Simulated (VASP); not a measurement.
# TiTe2 (Fm-3m) in VASP: settings compared, part 2 of 2

VASP 6.6.1. Earlier steps stand in the parts before.

## (4) Single point, PBE

This run uses another cell than the first one, of 27.04 Å³/atom, 1.051 times its volume.

Input file INCAR:

```
SYSTEM = TiTe2
PREC = Accurate
ENCUT = 520
EDIFF = 1E-6
ISMEAR = -1
SIGMA = 0.02
LREAL = .False.
LASPH = .True.
NELM = 100
ALGO = Normal
ISIF = 2
LWAVE = .False.
LCHARG = .True.
GGA = PE
LELF = .True.
LVHAR = .True.
NBANDS = 19
```

Input file KPOINTS:

```
Automatic mesh
0
Gamma
  6 6 6
  0 0 0
```

Input file POSCAR:

```
TiTe2
1.0
    0.0000000000      3.4356562562      3.4356562562
    3.4356562562      0.0000000000      3.4356562562
    3.4356562562      3.4356562562      0.0000000000
Ti Te
1 2
Direct
    0.0000000000      0.0000000000      0.0000000000
    0.2500000000      0.2500000000      0.2500000000
    0.7500000000      0.7500000000      0.7500000000
```

Potentials or basis: VASP PAW PBE potentials, release 64 (Ti_sv, Te).

Command:

```bash
cat potpaw_PBE.64/Ti_sv/POTCAR potpaw_PBE.64/Te/POTCAR > POTCAR
mpirun -np 1 vasp_std > vasp.out
```

OUTCAR:

```text
SYSTEM = TiTe2
   PREC = Accurate
   ENCUT = 520
   EDIFF = 1E-6
   ISMEAR = -1
   LREAL = .False.
   LASPH = .True.
   NELM = 100
   ISIF = 2
   GGA = PE

 ion  position               nearest neighbor table
   1  0.000  0.000  0.000-   3 2.98   3 2.98   3 2.98   2 2.98   3 2.98   2 2.98   2 2.98   2 2.98

   2  0.250  0.250  0.250-   1 2.98   1 2.98   1 2.98   1 2.98   3 3.44   3 3.44   3 3.44   3 3.44
                             3 3.44   3 3.44
   3  0.750  0.750  0.750-   1 2.98   1 2.98   1 2.98   1 2.98   2 3.44   2 3.44   2 3.44   2 3.44
[... 538 lines left out ...]
  FORCE on cell =-STRESS in cart. coord.  units (eV):
  Direction    XX          YY          ZZ          XY          YZ          ZX
  --------------------------------------------------------------------------------------
  -------------------------------------------------------------------------------------
  Total        0.0132135      0.0132135      0.0132135      0.0000000     -0.0000000      0.0000000
  in kB        0.2610176      0.2610176      0.2610176      0.0000000     -0.0000000      0.0000000
  external PRESSURE =       0.2610176 kB  Pullay stress =       0.0000000 kB

 VOLUME and BASIS-vectors are now :
 -----------------------------------------------------------------------------
  energy-cutoff  :      520.00
  volume of cell :       81.11
      direct lattice vectors                 reciprocal lattice vectors
     0.000000000  3.435656256  3.435656256    -0.145532604  0.145532604  0.145532604
     3.435656256  0.000000000  3.435656256     0.145532604 -0.145532604  0.145532604
     3.435656256  3.435656256  0.000000000     0.145532604  0.145532604 -0.145532604

 POSITION                                       TOTAL-FORCE (eV/Angst)
 -----------------------------------------------------------------------------------
      0.00000      0.00000      0.00000         0.000000      0.000000      0.000000
      1.71783      1.71783      1.71783         0.000000      0.000000     -0.000000
      5.15348      5.15348      5.15348        -0.000000     -0.000000      0.000000
 -----------------------------------------------------------------------------------
    total drift:                               -0.000000      0.000000      0.000000

  FREE ENERGIE OF THE ION-ELECTRON SYSTEM (eV)
  ---------------------------------------------------
  free  energy   TOTEN  =       -15.0287273603 eV

  energy  without entropy=      -15.0191101964  energy(sigma->0) =      -15.02391878
```

OSZICAR:

```text
N       E                     dE             d eps       ncg     rms          rms(c)
DAV:   1     0.171013667911E+03    0.17101E+03   -0.10567E+04   608   0.117E+03
DAV:   2    -0.111129244662E+01   -0.17212E+03   -0.16851E+03   648   0.291E+02
DAV:   3    -0.169482740965E+02   -0.15837E+02   -0.15452E+02   980   0.811E+01
DAV:   4    -0.174657678012E+02   -0.51749E+00   -0.51311E+00   763   0.136E+01
DAV:   5    -0.174813192906E+02   -0.15551E-01   -0.15537E-01   878   0.239E+00    0.134E+01
DAV:   6    -0.187421121610E+02   -0.12608E+01   -0.56360E+01   692   0.375E+01    0.183E+01
DAV:   7    -0.153620770081E+02    0.33800E+01   -0.51109E+01   721   0.362E+01    0.639E+00
DAV:   8    -0.150325385247E+02    0.32954E+00   -0.19292E+00   675   0.855E+00    0.222E+00
DAV:   9    -0.150848674782E+02   -0.52329E-01   -0.28188E-01   878   0.336E+00    0.216E+00
DAV:  10    -0.150283962010E+02    0.56471E-01   -0.22800E-01   713   0.301E+00    0.679E-01
DAV:  11    -0.150287252746E+02   -0.32907E-03   -0.37962E-03   710   0.404E-01    0.393E-01
DAV:  12    -0.150287325773E+02   -0.73027E-05   -0.18983E-04   751   0.912E-02    0.156E-01
DAV:  13    -0.150287405332E+02   -0.79559E-05   -0.23151E-04   786   0.708E-02    0.103E-01
DAV:  14    -0.150287285921E+02    0.11941E-04   -0.14522E-04   727   0.897E-02    0.184E-02
DAV:  15    -0.150287267602E+02    0.18319E-05   -0.58889E-06   665   0.144E-02    0.143E-02
DAV:  16    -0.150287273603E+02   -0.60012E-06   -0.31043E-06   612   0.113E-02
   1 F= -.15028727E+02 E0= -.15023919E+02  d E =-.961716E-02
```

Wall time 14 s (1 thread of Intel Xeon 6975P-C (Granite Rapids), shared host); peak memory 0.2 GiB.

What came out:

| Quantity | Value |
| --- | --- |
| Free energy | -15.0287 eV |
| Pressure | 0.0 GPa |
| Band gap on the k mesh | zero (band 12 reaches 7.52 eV, above the bottom of band 13 at 7.20 eV) |

Caveat: spin-orbit coupling is left out, which moves the levels of the heavy elements.

## (5) Single point, PBE

This run uses another cell than the first one, of 27.14 Å³/atom, 1.055 times its volume.

Input file INCAR:

```
PREC = Accurate ; ENCUT = 520
EDIFF = 1E-6 ; ISMEAR = -1
SIGMA = 0.02 ; LREAL = False
LASPH = True ; NELM = 80
ALGO = Normal ; ISIF = 2
LWAVE = False ; LCHARG = False
GGA = PE ; NBANDS = 19
```

Input file KPOINTS:

```
regular mesh
0
Gamma
  6 6 6
```

Input file POSCAR:

```
TiTe2
1.0
    0.0000000000      3.4401227511      3.4401227511
    3.4401227511      0.0000000000      3.4401227511
    3.4401227511      3.4401227511      0.0000000000
Ti Te
1 2
Direct
    0.0000000000      0.0000000000      0.0000000000
    0.2500000000      0.2500000000      0.2500000000
    0.7500000000      0.7500000000      0.7500000000
```

Command:

```bash
cat potpaw_PBE.64/Ti_sv/POTCAR potpaw_PBE.64/Te/POTCAR > POTCAR
mpirun -np 1 vasp_std > vasp.out
```

It took 13 s on 1 thread of Intel Xeon 6975P-C (Granite Rapids), shared host; peak memory 0.2 GiB.

It converged, with:

```
Free energy            : -15.0285 eV
Pressure               : -0.2 GPa
Band gap on the k mesh : zero (band 12 reaches 7.47 eV, above the bottom of band 13 at 7.16 eV)
```

Levels at points of the mesh, in eV from the Fermi level:
| k point | band 8 | band 9 | band 10 | band 11 | band 12 | band 13 | band 14 | band 15 | band 16 | band 17 |
| --- | --- | --- | --- | --- | --- | --- | --- | --- | --- | --- |
| (0.00, 0.00, 0.00) | -4.28 | -4.28 | -0.29 | -0.29 | -0.29 | -0.15 | -0.15 | 2.11 | 2.11 | 2.11 |
| (0.50, 0.00, 0.00) | -3.45 | -3.25 | -2.70 | -2.70 | -2.50 | 0.03 | 0.03 | 0.89 | 2.13 | 2.13 |
| (0.50, 0.50, 0.00) | -4.63 | -4.63 | -1.17 | -1.17 | -0.46 | 0.25 | 0.90 | 1.73 | 2.66 | 2.66 |

Caveat: spin-orbit coupling is left out, which moves the levels of the heavy elements.

## (6) Single point, LDA

This run uses another cell than the first one, of 27.14 Å³/atom, 1.055 times its volume.

Input file INCAR:

```
SYSTEM = TiTe2
  ALGO = Normal
  EDIFF = 1E-6
  ENCUT = 520
  ISIF = 2
  ISMEAR = -1
  LASPH = .TRUE.
  LCHARG = .FALSE.
  LREAL = .FALSE.
  LWAVE = .FALSE.
  NBANDS = 19
  NELM = 80
  PREC = Accurate
  SIGMA = 0.02
```

Input file KPOINTS:

```
k-points
0
G
  6 6 6
  0 0 0
```

POSCAR is that of step 5.

Potentials or basis: VASP PAW LDA potentials, release 64 (Ti_sv, Te).

Command:

```bash
cat potpaw_LDA.64/Ti_sv/POTCAR potpaw_LDA.64/Te/POTCAR > POTCAR
mpirun -np 1 vasp_std > vasp.out
```

Run time: 11 s. Hardware: 1 thread of Intel Xeon 6975P-C (Granite Rapids), shared host; peak memory 0.18 GiB.

It converged, with:

- Free energy: -17.0463 eV
- Pressure: -4.8 GPa
- Band gap on the k mesh: zero (band 12 reaches 7.27 eV, above the bottom of band 13 at 6.94 eV)

Levels at points of the mesh, in eV from the Fermi level:
```tsv
k point	band 9	band 10	band 11	band 12	band 13	band 14	band 15	band 16
(0.00, 0.00, 0.00)	-4.23	-0.25	-0.25	-0.25	-0.17	-0.17	2.15	2.15
(0.50, 0.00, 0.00)	-3.21	-2.64	-2.64	-2.49	0.02	0.02	0.92	2.15
(0.50, 0.50, 0.00)	-4.57	-1.14	-1.14	-0.47	0.22	0.93	1.74	2.68
```

Caveat: spin-orbit coupling is left out, which moves the levels of the heavy elements.

## (7) Summary

| level | potentials or basis | cell | gap on the mesh (eV) | pressure (GPa) |
| --- | --- | --- | --- | --- |
| PBEsol | VASP PAW PBE potentials, release 64 (Ti_sv, Te) | a = 4.779 Å, angles 60.0°, 3 atoms | none | 0.1 |
| LDA | VASP PAW LDA potentials, release 64 (Ti_sv, Te) | a = 4.741 Å, angles 60.0°, 3 atoms | none | 0.2 |
| PBE | VASP PAW PBE potentials, release 64 (Ti_sv, Te) | a = 4.859 Å, angles 60.0°, 3 atoms | none | 0.0 |
| PBE | VASP PAW PBE potentials, release 64 (Ti_sv, Te) | a = 4.865 Å, angles 60.0°, 3 atoms | none | -0.2 |
| LDA | VASP PAW LDA potentials, release 64 (Ti_sv, Te) | a = 4.865 Å, angles 60.0°, 3 atoms | none | -4.8 |

Alike in all rows: task single point; no spin polarisation; k mesh 6 × 6 × 6; cutoff (eV) 520; smearing fermi-dirac 0.02 eV.

Caveats: spin-orbit coupling is left out, which moves the levels of the heavy elements; the PAW data sets were made with another functional, which shifts forces and pressure a little (some runs).

Absolute energies hang on the potentials; compare differences alone.
